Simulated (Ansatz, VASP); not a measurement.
Cs2AgBiBr6: VASP beside Ansatz

The input INCAR:

```
SYSTEM = Cs2AgBiBr6
  PREC = Accurate
  ENCUT = 520
  EDIFF = 1E-7
  ISMEAR = -1
  SIGMA = 0.05
  LREAL = .False.
  LASPH = .True.
  NELM = 60
  ALGO = Normal
  ISIF = 2
  LWAVE = .False.
  LCHARG = .True.
  GGA = RE
  LELF = .True.
  LVHAR = .True.
  NBANDS = 54
```

KPOINTS

```
regular mesh
0
Gamma
  4 4 4
  0 0 0
```

File POSCAR:

```
Cs2AgBiBr6
1.0
    0.0000000000      5.6161000000      5.6161000000
    5.6161000000      0.0000000000      5.6161000000
    5.6161000000      5.6161000000      0.0000000000
Bi Cs Ag Br
1 2 1 6
Direct
    0.0000000000      0.0000000000      0.0000000000
    0.7500000000      0.7500000000      0.7500000000
    0.2500000000      0.2500000000      0.2500000000
    0.5000000000      0.5000000000      0.5000000000
    0.7494500000      0.7494500000      0.2505500000
    0.2505500000      0.2505500000      0.7494500000
    0.7494500000      0.2505500000      0.2505500000
    0.7494500000      0.2505500000      0.7494500000
    0.2505500000      0.7494500000      0.7494500000
    0.2505500000      0.7494500000      0.2505500000
```

The input input.yaml:

```yaml
crystal:
  lattice:
    - [0.0, 5.6161, 5.6161]
    - [5.6161, 0.0, 5.6161]
    - [5.6161, 5.6161, 0.0]
  atoms:
    - { symbol: Bi, position: [0.0, 0.0, 0.0] }
    - { symbol: Cs, position: [0.75, 0.75, 0.75] }
    - { symbol: Cs, position: [0.25, 0.25, 0.25] }
    - { symbol: Ag, position: [0.5, 0.5, 0.5] }
    - { symbol: Br, position: [0.74945, 0.74945, 0.25055] }
    - { symbol: Br, position: [0.25055, 0.25055, 0.74945] }
    - { symbol: Br, position: [0.74945, 0.25055, 0.25055] }
    - { symbol: Br, position: [0.74945, 0.25055, 0.74945] }
    - { symbol: Br, position: [0.25055, 0.74945, 0.74945] }
    - { symbol: Br, position: [0.25055, 0.74945, 0.25055] }
hamiltonian:
  xc: revpbe
  pseudopotentials: { kind: paw }
kpoints:
  mp_grid: { grid: [4, 4, 4] }
  band_path:
    path:
      - [[0.0, 0.0, 0.0], [0.5, 0.0, 0.5], [0.5, 0.25, 0.75], [0.375, 0.375, 0.75], [0.0, 0.0, 0.0], [0.5, 0.5, 0.5], [0.625, 0.25, 0.625], [0.5, 0.25, 0.75], [0.5, 0.5, 0.5], [0.375, 0.375, 0.75]]
      - [[0.625, 0.25, 0.625], [0.5, 0.0, 0.5]]
    npoints: 10
scf:
  occupations: { method: fermi_dirac, width: 0.05 }
  n_extra_bands: 25
output:
  forces: true
  stress: true
  eigenvalues: true
  fatbands: true
```

Alike in both runs: functional revPBE; k mesh 4 × 4 × 4; occupations fermi-dirac, width 0.05 eV; no spin polarisation.

```csv
,VASP,Ansatz
version,VASP 6.6.1,Ansatz 0.2.0
potentials or method,"VASP PAW PBE potentials, release 64 (Bi_d, Cs_sv, Ag, Br)",Ansatz PAW
plane-wave cutoff (eV),520,420
valence electrons in the cell,86,94
task,single point,band structure
```

|  | VASP | Ansatz | Ansatz less VASP |
| --- | --- | --- | --- |
| gap on the k mesh at the Fermi level (eV) | 1.32 | 1.32 | -0.004 |
| least direct gap on the mesh (eV) | 2.51 | 2.51 | -0.003 |
| pressure (GPa) | 3.1 | 3.1 | 0.00 |
| rms of the force components (eV/Å) | 0.117 | 0.116 | -0.0015 |

VASP's potentials were made for PBE, not for revPBE. Atom by atom the forces differ by 0.001 eV/Å (rms over components). VASP's potentials hold 86 valence electrons a cell and Ansatz's 94, so a difference there can come from the potentials and not from the codes.

Neither program's run includes spin-orbit coupling.
